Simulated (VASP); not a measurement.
# SrTiO3 (I4/mcm) in VASP: single point with PBE+D3(BJ)

Aim: the single point of SrTiO3 with PBE+D3(BJ).

Everything below comes from runs of VASP 6.6.1. Logs are shortened: lines on timing, memory, paths and dates and some standing lists are left out, and cuts for length are marked.

**1. The cell of the first run**

The structure is tetragonal, space group I4/mcm (No. 140). The conventional cell has a = 5.514 Å, b = 5.514 Å, c = 7.847 Å, α = 90.00°, β = 90.00°, γ = 90.00°. Within 3.5 Å of Sr (site symmetry -42m) lie 12 O at 2.63 to 2.90 Å and 8 Ti at 3.38 Å. Ti (site symmetry 4/m) has 6 O at 1.96 Å within 2.6 Å. O (site symmetry 422) has 2 Ti at 1.96 Å within 2.6 Å. O (site symmetry m2m) has 2 Ti at 1.96 Å within 2.6 Å.

**2. Single point, PBE+D3(BJ)**

Input file INCAR:

```
SYSTEM = SrTiO3
  PREC = Accurate
  ENCUT = 600
  EDIFF = 1E-6
  ISMEAR = 0
  SIGMA = 0.02
  LREAL = .FALSE.
  LASPH = .TRUE.
  NELM = 120
  ALGO = Normal
  ISIF = 2
  LWAVE = .FALSE.
  LCHARG = .FALSE.
  GGA = PE
  IVDW = 12
  NBANDS = 51
  GGA_COMPAT = .FALSE.
```

Input file KPOINTS:

```
Automatic mesh
0
G
  8 8 8
  0 0 0
```

Input file POSCAR:

```
SrTiO3
1.0
   -2.7568435010      2.7568435010      3.9234161760
    2.7568435010     -2.7568435010      3.9234161760
    2.7568435010      2.7568435010     -3.9234161760
Sr Ti O
2 2 6
Direct
    0.7500000000      0.2500000000      0.5000000000
    0.2500000000      0.7500000000      0.5000000000
    0.0000000000      0.0000000000      0.0000000000
    0.5000000000      0.5000000000      0.0000000000
    0.2500000000      0.2500000000      0.0000000000
    0.7500000000      0.7500000000      0.0000000000
    0.7252957786      0.2252957786      0.9505915573
    0.2252957786      0.2747042214      0.5000000000
    0.2747042214      0.7747042214      0.0494084427
    0.7747042214      0.7252957786      0.5000000000
```

Potentials or basis: VASP PAW PBE potentials, release 64 (Sr_sv, Ti_sv, O).

Command:

```
$ cat potpaw_PBE.64/Sr_sv/POTCAR potpaw_PBE.64/Ti_sv/POTCAR potpaw_PBE.64/O/POTCAR > POTCAR
$ mpirun -np 1 vasp_std > vasp.out
```

OUTCAR:

```text
SYSTEM = SrTiO3
   PREC = Accurate
   ENCUT = 600
   EDIFF = 1E-6
   ISMEAR = 0
   LREAL = .FALSE.
   LASPH = .TRUE.
   NELM = 120
   ISIF = 2
   GGA = PE
   IVDW = 12
 IVDW          = 12

 ion  position               nearest neighbor table
   1  0.750  0.250  0.500-   9 2.63   8 2.63  10 2.63   7 2.63   5 2.76   6 2.76   6 2.76   5 2.76
                             7 2.90   9 2.90   8 2.90  10 2.90   4 3.38   3 3.38   3 3.38   4 3.38
   2  0.250  0.750  0.500-   7 2.63   8 2.63  10 2.63   9 2.63   5 2.76   6 2.76   5 2.76   6 2.76
                             9 2.90   7 2.90  10 2.90   8 2.90   3 3.38   4 3.38   4 3.38   3 3.38
   3  0.000  0.000  0.000-   7 1.96   9 1.96   8 1.96  10 1.96   5 1.96   6 1.96   1 3.38   2 3.38
                             1 3.38   2 3.38   2 3.38   2 3.38   1 3.38   1 3.38
   4  0.500  0.500  0.000-   7 1.96   9 1.96  10 1.96   8 1.96   5 1.96   6 1.96   2 3.38   1 3.38
                             2 3.38   1 3.38   2 3.38   2 3.38   1 3.38   1 3.38
   5  0.250  0.250  0.000-   3 1.96   4 1.96   1 2.76   2 2.76   2 2.76   1 2.76
   6  0.750  0.750  0.000-   3 1.96   4 1.96   1 2.76   2 2.76   1 2.76   2 2.76
   7  0.725  0.225  0.951-   3 1.96   4 1.96   2 2.63   1 2.63   1 2.90   2 2.90
   8  0.225  0.275  0.500-   4 1.96   3 1.96   1 2.63   2 2.63   1 2.90   2 2.90
   9  0.275  0.775  0.049-   3 1.96   4 1.96   1 2.63   2 2.63   2 2.90   1 2.90
  10  0.775  0.725  0.500-   3 1.96   4 1.96   1 2.63   2 2.63   1 2.90   2 2.90

  LATTYP: Found a body centered tetragonal cell.
 ALAT       =     5.5136870020
 C/A-ratio  =     1.4231552043

  Lattice vectors:

 A1 = (  -2.7568435010,   2.7568435010,   3.9234161760)
 A2 = (   2.7568435010,  -2.7568435010,   3.9234161760)
 A3 = (   2.7568435010,   2.7568435010,  -3.9234161760)

Analysis of symmetry for initial positions (statically):
=====================================================================
 Subroutine PRICEL returns:
 Original cell was already a primitive cell.

 Routine SETGRP: Setting up the symmetry group for a
 body centered tetragonal supercell.

 Subroutine GETGRP returns: Found 16 space group operations
 (whereof  8 operations were pure point group operations)
 out of a pool of 16 trial point group operations.

The static configuration has the point symmetry C_4h.
 The point group associated with its full space group is D_4h.

Analysis of symmetry for dynamics (positions and initial velocities):
=====================================================================
 Subroutine PRICEL returns:
 Original cell was already a primitive cell.

 Routine SETGRP: Setting up the symmetry group for a
 body centered tetragonal supercell.

 Subroutine GETGRP returns: Found 16 space group operations
 (whereof  8 operations were pure point group operations)
 out of a pool of 16 trial point group operations.

The dynamic configuration has the point symmetry C_4h.
 The point group associated with its full space group is D_4h.

 Subroutine INISYM returns: Found 16 space group operations
 (whereof  8 operations are pure point group operations),
 and found     1 'primitive' translations

----------------------------------------------------------------------------------------

                                     Primitive cell

  volume of cell :     119.2748

  direct lattice vectors                    reciprocal lattice vectors
    -2.756843501  2.756843501  3.923416176     0.000000000  0.181366842  0.127439960
     2.756843501 -2.756843501  3.923416176     0.181366842  0.000000000  0.127439960
     2.756843501  2.756843501 -3.923416176     0.181366842  0.181366842  0.000000000

  length of vectors
     5.531145150  5.531145150  5.531145150     0.221663878  0.221663878  0.256491448

  position of ions in fractional coordinates (direct lattice)
     0.750000000  0.250000000  0.500000000
     0.250000000  0.750000000  0.500000000
     0.000000000  0.000000000  0.000000000
     0.500000000  0.500000000  0.000000000
     0.250000000  0.250000000  0.000000000
     0.750000000  0.750000000  0.000000000
     0.725295779  0.225295779  0.950591557
     0.225295779  0.274704221  0.500000000
     0.274704221  0.774704221  0.049408443
     0.774704221  0.725295779  0.500000000

  ion indices of the primitive-cell ions
   primitive index   ion index
                 1           1
                 2           2
                 3           3
                 4           4
                 5           5
                 6           6
                 7           7
                 8           8
                 9           9
                10          10

----------------------------------------------------------------------------------------

 KPOINTS: Automatic mesh

Automatic generation of k-mesh.
 Grid dimensions read from file:
 generate k-points for:    8    8    8

 Generating k-lattice:

  Cartesian coordinates                     Fractional coordinates (reciprocal lattice)
     0.000000000  0.022670855  0.015929995     0.125000000  0.000000000  0.000000000
     0.022670855  0.000000000  0.015929995     0.000000000  0.125000000  0.000000000
     0.022670855  0.022670855  0.000000000     0.000000000  0.000000000  0.125000000

  Length of vectors
     0.027707985  0.027707985  0.032061431

  Shift w.r.t. Gamma in fractional coordinates (k-lattice)
     0.000000000  0.000000000  0.000000000

 Subroutine IBZKPT returns following result:
 ===========================================

 Found     59 irreducible k-points:

 Following reciprocal coordinates:
            Coordinates               Weight
  0.000000  0.000000  0.000000      1.000000
  0.125000  0.000000  0.000000      8.000000
  0.250000  0.000000  0.000000      8.000000
  0.375000 -0.000000  0.000000      8.000000
  0.500000  0.000000  0.000000      4.000000
  0.125000  0.125000  0.000000      8.000000
[... 16 lines left out ...]
  0.250000  0.125000  0.125000     16.000000
  0.375000  0.125000  0.125000      8.000000
 [... further k-points ...]
   k-points           NKPTS =     59   k-points in BZ     NKDIM =     59   number of bands    NBANDS=     51
   number of dos      NEDOS =    301   number of ions     NIONS =     10
   total plane-waves  NPLWV = 110592
   dimension x,y,z NGX =    48 NGY =   48 NGZ =   48
   dimension x,y,z NGXF=    96 NGYF=   96 NGZF=   96
   ions per type =               2   2   6
   NGX,Y,Z   is equivalent  to a cutoff of  14.43, 14.43, 14.43 a.u.
   NGXF,Y,Z  is equivalent  to a cutoff of  28.85, 28.85, 28.85 a.u.
 SYSTEM =  SrTiO3
   PREC   = accura    normal or accurate (medium, high low for compatibility)
   ISTART =      0    job   : 0-new  1-cont  2-samecut
   ICHARG =      2    charge: 1-file 2-atom 10-const
   ISPIN  =      1    spin polarized calculation?
   LNONCOLLINEAR =      F non collinear calculations
   LSORBIT =      F    spin-orbit coupling
   LASPH  =      T    aspherical Exc in radial PAW
   ENCUT  =  600.0 eV  44.10 Ry    6.64 a.u.  11.05 11.05 11.05*2*pi/ulx,y,z
   NELM   =    120;   NELMIN=  2; NELMDL= -5     # of ELM steps
   EDIFF  = 0.1E-05   stopping-criterion for ELM
   LREAL  =      F    real-space projection
   EDIFFG = 0.1E-04   stopping-criterion for IOM
   NSW    =      0    number of steps for IOM
   IBRION =     -1    ionic relax: 0-MD 1-quasi-New 2-CG
   NFREE  =      0    steps in history (QN), initial steepest desc. (CG)
   ISIF   =      2    stress and relaxation
   ISYM   =      2    0-nonsym 1-usesym 2-fastsym
   POTIM  = 0.5000    time-step for ionic-motion
   TEBEG  =    0.0;   TEEND  =   0.0 temperature during run
   PSTRESS=    0.0 pullay stress
   NELECT =      80.0000    total number of electrons
   NUPDOWN=      -1.0000    fix difference up-down
   EMIN   =  10.00;   EMAX   =-10.00  energy-range for DOS
   EFERMI =   0.00;   METHOD = LEGACY
   ISMEAR =     0;   SIGMA  =   0.02  broadening in eV -4-tet -1-fermi 0-gaus
   EFERMI_NEDOS =   21; number of points for ismear=-14 and -15
   IALGO  =     38    algorithm
   IMIX   =      4    mixing-type and parameters
     AMIX     =   0.40;   BMIX     =  1.00
     AMIX_MAG =   1.60;   BMIX_MAG =  1.00
  volume/ion in A,a.u.               =      11.93        80.49
  Fermi-wavevector in a.u.,A,eV,Ry     =   1.433030  2.708034 27.940585  2.053575
  Thomas-Fermi vector in A             =   2.552593
   LORBIT       =      0    0 simple, 1 ext, 2 COOP (PROOUT), +10 PAW based schemes
   GGA     = PE    functional components
   LHFCALC =     F    Hartree Fock is set to
   AEXX    =    0.0000 exact exchange contribution
   IVDW    =    12    specifies the selected vdW correction
   LEPSILON=     F    determine dielectric tensor
   LRPA    =     F    only Hartree local field effects (RPA)
 non-spin polarized calculation
 Gauss-broadening in eV      SIGMA  =   0.02
  energy-cutoff  :      600.00
  volume of cell :      119.27
 maximum number of plane-waves:      4008
 NGX is ok and might be reduce to    48
   NGX = 23   NGY = 23   NGZ = 23

 number of electron      79.9999999 magnetization

 Free energy of the ion-electron system (eV)
  ---------------------------------------------------
  ext. energy  EPLUGINS =         0.00000000
  ---------------------------------------------------
  free energy    TOTEN  =       -80.18480810 eV

  energy without entropy =      -80.18480810  energy(sigma->0) =      -80.18480810

 E-fermi :   4.2455     XC(G=0): -11.2632

 val. band max:        4.0324526014   @ k =  -0.1250   0.1250   0.0000
 cond. band min:       5.9925616916   @ k =   0.0000   0.0000   0.0000
 fundamental gap:      1.9601090902
 Fermi energy:         4.2455433302

 k-point     1 :       0.0000    0.0000    0.0000
  band No.  band energies     occupation
      1     -52.3903      2.00000
      2     -52.3858      2.00000
      3     -28.6940      2.00000
      4     -28.6926      2.00000
      5     -28.6926      2.00000
      6     -28.6328      2.00000
[... 43 lines left out ...]
     50       9.9006      0.00000
     51      10.4556      0.00000
[... 1240 lines left out ...]
     50      11.1035      0.00000
     51      11.7529      0.00000

 [... further k-points ...]

------------------------ aborting loop because EDIFF is reached ----------------------------------------

 Edisp (eV)   -2.65171

 E8    (eV) :    -1.1617

  FORCE on cell =-STRESS in cart. coord.  units (eV):
  Direction    XX          YY          ZZ          XY          YZ          ZX
  --------------------------------------------------------------------------------------
  -------------------------------------------------------------------------------------
  Total       0.33264     0.33264     0.35698     0.00000     0.00000     0.00000
  in kB       4.46826     4.46826     4.79513     0.00000     0.00000     0.00000
  external pressure =        4.58 kB  Pullay stress =        0.00 kB

 VOLUME and BASIS-vectors are now :
 -----------------------------------------------------------------------------
  energy-cutoff  :      600.00
  volume of cell :      119.27
      direct lattice vectors                 reciprocal lattice vectors
    -2.756843501  2.756843501  3.923416176     0.000000000  0.181366842  0.127439960
     2.756843501 -2.756843501  3.923416176     0.181366842  0.000000000  0.127439960
     2.756843501  2.756843501 -3.923416176     0.181366842  0.181366842  0.000000000

 POSITION                                       TOTAL-FORCE (eV/Angst)
 -----------------------------------------------------------------------------------
      0.00000      2.75684      1.96171         0.000000      0.000000     -0.000000
      2.75684      0.00000      1.96171        -0.000000      0.000000     -0.000000
      0.00000      0.00000      0.00000        -0.000000      0.000000     -0.000000
      0.00000      0.00000      3.92342         0.000000      0.000000     -0.000000
      0.00000      0.00000      1.96171         0.000000      0.000000     -0.000000
      0.00000      0.00000      5.88512         0.000000      0.000000     -0.000000
      1.24221      3.99905     -0.00000         0.004013      0.004013     -0.000000
      1.51463      1.24221      0.00000        -0.004013      0.004013     -0.000000
      1.51463     -1.24221      3.92342        -0.004013     -0.004013      0.000000
      1.24221      1.51463      3.92342         0.004013     -0.004013     -0.000000
 -----------------------------------------------------------------------------------
    total drift:                               -0.000000      0.000000     -0.000000

  FREE ENERGIE OF THE ION-ELECTRON SYSTEM (eV)
  ---------------------------------------------------
  free  energy   TOTEN  =       -82.8365206751 eV

  energy  without entropy=      -82.8365206751  energy(sigma->0) =      -82.83652068
```

It took 22 min on 1 thread of AMD EPYC 7R13, shared host; peak memory 0.55 GiB.

What came out:

```
Free energy                : -82.8365 eV
Pressure                   : 0.5 GPa
Largest force              : 0.006 eV/Å
Band gap on the k mesh     : 1.96 eV, indirect (least direct gap 1.97 eV)
Dispersion energy per atom : -0.265 eV
```

Forces on the atoms (eV/Å):
```
Sr   0.000  0.000  0.000
Sr   0.000  0.000  0.000
Ti   0.000  0.000  0.000
Ti   0.000  0.000  0.000
O    0.000  0.000  0.000
O    0.000  0.000  0.000
O    0.004  0.004  0.000
O   -0.004  0.004  0.000
O   -0.004 -0.004  0.000
O    0.004 -0.004  0.000
```

A k mesh can miss the band edges. As with any semilocal functional, this PBE gap is likely too small.
